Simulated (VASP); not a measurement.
# SiC (Cmc2_1) in VASP: notebook, part 2 of 2

VASP 6.6.1. Earlier steps stand in the parts before.

## (4) Electric field gradients, PBE

INCAR

```
ALGO = Normal
EDIFF = 1E-8
ENCUT = 520
GGA = PE
ISIF = 2
ISMEAR = 1
LASPH = True
LCHARG = False
LEFG = True
LREAL = False
LWAVE = False
NBANDS = 36
NELECT = 47.0
NELM = 60
PREC = Accurate
SIGMA = 0.15
```

KPOINTS

```
k-points
0
Gamma
  10 10 2
```

POSCAR

```
SiC
1.0
    1.5389000000     -2.6675000000      0.0000000000
    1.5389000000      2.6675000000      0.0000000000
    0.0000000000      0.0000000000     15.1219000000
Si C
6 6
Direct
    0.1666620609      0.8333379391      0.8577214520
    0.8333379391      0.1666620609      0.3577214520
    0.5001149274      0.4998850726      0.5245066742
    0.4998850726      0.5001149274      0.0245066742
    0.8334420063      0.1665579937      0.6912249934
    0.1665579937      0.8334420063      0.1912249934
    0.5001800044      0.4998199956      0.6498136388
    0.4998199956      0.5001800044      0.1498136388
    0.1666200921      0.8333799079      0.9826819951
    0.8333799079      0.1666200921      0.4826819951
    0.8333969726      0.1666030274      0.8161912464
    0.1666030274      0.8333969726      0.3161912464
```

Potentials or basis: VASP PAW PBE potentials, release 64 (Si, C).

On the command line:

```sh
$ cat potpaw_PBE.64/Si/POTCAR potpaw_PBE.64/C/POTCAR > POTCAR
$ mpirun -np 1 vasp_std > vasp.out
```

OUTCAR:

```text
EDIFF = 1E-8
   ENCUT = 520
   GGA = PE
   ISIF = 2
   ISMEAR = 1
   LASPH = True
   LREAL = False
   NELECT = 47.0
   NELM = 60
   PREC = Accurate

 ion  position               nearest neighbor table
   1  0.167  0.833  0.858-  11 1.89  11 1.89  11 1.89   9 1.89   5 3.08   5 3.08   5 3.08   4 3.09
                             4 3.09   4 3.09
   2  0.833  0.167  0.358-  12 1.89  12 1.89  12 1.89  10 1.89   6 3.08   6 3.08   6 3.08   3 3.09
                             3 3.09   3 3.09
   3  0.500  0.500  0.525-  10 1.89  10 1.89  10 1.89   7 1.89   5 3.08   5 3.08   5 3.09   2 3.09
                             2 3.09   2 3.09
   4  0.500  0.500  0.025-   9 1.89   9 1.89   9 1.89   8 1.89   6 3.08   6 3.08   6 3.09   1 3.09
                             1 3.09   1 3.09
   5  0.833  0.167  0.691-   7 1.88   7 1.88   7 1.89  11 1.89   1 3.08   1 3.08   1 3.08   3 3.08
                             3 3.08   3 3.09
   6  0.167  0.833  0.191-   8 1.88   8 1.88   8 1.89  12 1.89   2 3.08   2 3.08   2 3.08   4 3.08
                             4 3.08   4 3.09
   7  0.500  0.500  0.650-   5 1.88   5 1.88   5 1.89   3 1.89
   8  0.500  0.500  0.150-   6 1.88   6 1.88   6 1.89   4 1.89
   9  0.167  0.833  0.983-   4 1.89   4 1.89   4 1.89   1 1.89
  10  0.833  0.167  0.483-   3 1.89   3 1.89   3 1.89   2 1.89
  11  0.833  0.167  0.816-   1 1.89   1 1.89   1 1.89   5 1.89
  12  0.167  0.833  0.316-   2 1.89   2 1.89   2 1.89   6 1.89

  LATTYP: Found a base centered orthorhombic cell.
 ALAT       =     3.0778000000
 B/A-ratio  =     1.7333809864
 C/A-ratio  =     4.9132172331

  Lattice vectors:

 A1 = (   1.5389000000,  -2.6675000000,   0.0000000000)
 A2 = (   1.5389000000,   2.6675000000,   0.0000000000)
 A3 = (   0.0000000000,   0.0000000000,  15.1219000000)

Analysis of symmetry for initial positions (statically):
=====================================================================
 Subroutine PRICEL returns:
 Original cell was already a primitive cell.

 Routine SETGRP: Setting up the symmetry group for a
 base centered orthorhombic supercell.
[... 1140 lines left out ...]
      1.53890      0.00096      2.26547         0.000000      0.002971     -0.099739
      1.53890      1.77858     14.86002         0.000000     -0.002975     -0.047620
      1.53890     -1.77858      7.29907         0.000000      0.002975     -0.047620
      1.53890     -1.77867     12.34236         0.000000     -0.003276     -0.098688
      1.53890      1.77867      4.78141         0.000000      0.003276     -0.098688
 -----------------------------------------------------------------------------------
    total drift:                               -0.000000     -0.000000     -0.000012

  FREE ENERGIE OF THE ION-ELECTRON SYSTEM (eV)
  ---------------------------------------------------
  free  energy   TOTEN  =       -98.1135112032 eV

  energy  without entropy=      -98.1117093500  energy(sigma->0) =      -98.11291059

 Electric field gradients (V/A^2)
---------------------------------------------------------------------
 ion       V_xx      V_yy      V_zz      V_xy      V_xz      V_yz
---------------------------------------------------------------------
   1      -0.572    -0.592     1.164    -0.000    -0.000    -0.083
   2      -0.572    -0.592     1.164    -0.000    -0.000     0.083
   3       0.441     0.426    -0.867    -0.000    -0.000     0.082
   4       0.441     0.426    -0.867    -0.000    -0.000    -0.082
   5      -0.600    -0.625     1.225    -0.000    -0.000    -0.078
   6      -0.600    -0.625     1.225     0.000     0.000     0.078
   7      -0.071    -0.091     0.162     0.000     0.000    -0.007
   8      -0.071    -0.091     0.162    -0.000     0.000     0.007
   9       0.581     0.570    -1.151     0.000     0.000    -0.013
  10       0.581     0.570    -1.151    -0.000    -0.000     0.013
  11       0.715     0.695    -1.410     0.000     0.000    -0.017
  12       0.715     0.695    -1.410    -0.000    -0.000     0.017
---------------------------------------------------------------------

 Electric field gradients after diagonalization (V/A^2)
 (convention: |V_zz| > |V_xx| > |V_yy|)
----------------------------------------------------------------------
 ion       V_xx      V_yy      V_zz     asymmetry (V_yy - V_xx)/ V_zz
----------------------------------------------------------------------
   1      -0.596    -0.572     1.167       0.020
   2      -0.596    -0.572     1.167       0.020
   3       0.441     0.431    -0.872       0.011
   4       0.441     0.431    -0.872       0.011
   5      -0.629    -0.600     1.229       0.023
   6      -0.629    -0.600     1.229       0.023
   7      -0.091    -0.071     0.163       0.124
   8      -0.091    -0.071     0.163       0.124
   9       0.581     0.570    -1.151       0.009
  10       0.581     0.570    -1.151       0.009
  11       0.715     0.696    -1.410       0.013
  12       0.715     0.696    -1.410       0.013
----------------------------------------------------------------------

           NMR quadrupolar parameters

 Cq : quadrupolar parameter    Cq=e*Q*V_zz/h
 eta: asymmetry parameters     (V_yy - V_xx)/ V_zz
 Q  : nuclear electric quadrupole moment in mb (millibarn)
----------------------------------------------------------------------
 ion       Cq(MHz)       eta       Q (mb)
----------------------------------------------------------------------
   1       0.003       0.020       1.000
   2       0.003       0.020       1.000
   3      -0.002       0.011       1.000
   4      -0.002       0.011       1.000
   5       0.003       0.023       1.000
   6       0.003       0.023       1.000
   7       0.000       0.124       1.000
   8       0.000       0.124       1.000
   9      -0.003       0.009       1.000
  10      -0.003       0.009       1.000
  11      -0.003       0.013       1.000
  12      -0.003       0.013       1.000
----------------------------------------------------------------------
```

stdout:

```text
POSCAR found type information on POSCAR SiC
 POSCAR found :  2 types and      12 ions
 scaLAPACK will be used
 LDA part: xc-table for (Slater+PW92), standard interpolation
 POSCAR, INCAR and KPOINTS ok, starting setup
 FFT: planning ... GRIDC
 FFT: planning ... GRID_SOFT
 FFT: planning ... GRID
 WAVECAR not read
 entering main loop
 the old and the new charge density differ
 old charge density:    48.00000 new   47.00000
    0.205E+01
ion   1

ion   2

ion   3

ion   4

ion   5

ion   6

ion   7

ion   8

ion   9

ion  10

ion  11

ion  12
```

Run time: 7.2 min. Hardware: 1 thread of Oxide Virtual Turin-like, shared host; peak memory 0.32 GiB.

What came out:

- Free energy: -98.1135 eV
- Largest force: 0.100 eV/Å
- Largest electric field gradient by atom: Si +1.2, -0.9 (each value once); C +0.2, -1.2, -1.4 (each value once) V/Å²

Forces in eV/Å, atoms in the order of the input:
```
Si   0.000  0.003  0.083
Si   0.000 -0.003  0.083
Si   0.000 -0.004  0.073
Si   0.000  0.004  0.073
Si   0.000  0.003  0.090
Si   0.000 -0.003  0.090
C    0.000 -0.003 -0.100
C    0.000  0.003 -0.100
C    0.000 -0.003 -0.048
C    0.000  0.003 -0.048
C    0.000 -0.003 -0.099
C    0.000  0.003 -0.099
```

Levels at points of the mesh, in eV from the Fermi level:
```
           k point  band 20  band 21  band 22  band 23  band 24  band 25  band 26  band 27  band 28  band 29
(0.00, 0.00, 0.00)     0.25     0.26     0.52     0.55     0.56     5.87     6.04     6.45     6.94     6.96
(0.50, 0.00, 0.00)    -1.65    -1.22    -1.20    -1.06    -0.53     2.77     2.96     3.96     4.62     5.32
(0.50, 0.50, 0.00)    -1.65    -1.21    -1.19    -1.06    -0.52     2.77     2.97     3.97     4.62     5.32
(0.00, 0.00, 0.50)    -0.06     0.46     0.46     0.46     0.46     5.94     5.94     6.68     6.68     7.30
(0.50, 0.00, 0.50)    -1.75    -1.12    -1.12    -0.73    -0.73     2.82     2.82     4.17     4.17     5.54
(0.50, 0.50, 0.50)    -1.74    -1.12    -1.12    -0.72    -0.72     2.82     2.82     4.18     4.18     5.55
```

Electric field gradients, principal values (V/Å²):
| atom | least | middle | greatest (by size) |
| --- | --- | --- | --- |
| 1 Si | -0.572 | -0.596 | 1.167 |
| 2 Si | -0.572 | -0.596 | 1.167 |
| 3 Si | 0.431 | 0.441 | -0.872 |
| 4 Si | 0.431 | 0.441 | -0.872 |
| 5 Si | -0.600 | -0.629 | 1.229 |
| 6 Si | -0.600 | -0.629 | 1.229 |
| 7 C | -0.071 | -0.091 | 0.163 |
| 8 C | -0.071 | -0.091 | 0.163 |
| 9 C | 0.570 | 0.581 | -1.151 |
| 10 C | 0.570 | 0.581 | -1.151 |
| 11 C | 0.696 | 0.715 | -1.410 |
| 12 C | 0.696 | 0.715 | -1.410 |

Caveat: the cell carries a net charge on a neutralising background, which shifts energy and pressure; the cell is charged against a uniform background, so pressure and absolute levels hang on convention; without QUAD_EFG the Cq values of the log hold for a quadrupole moment of 1 mb, not for the nuclei.
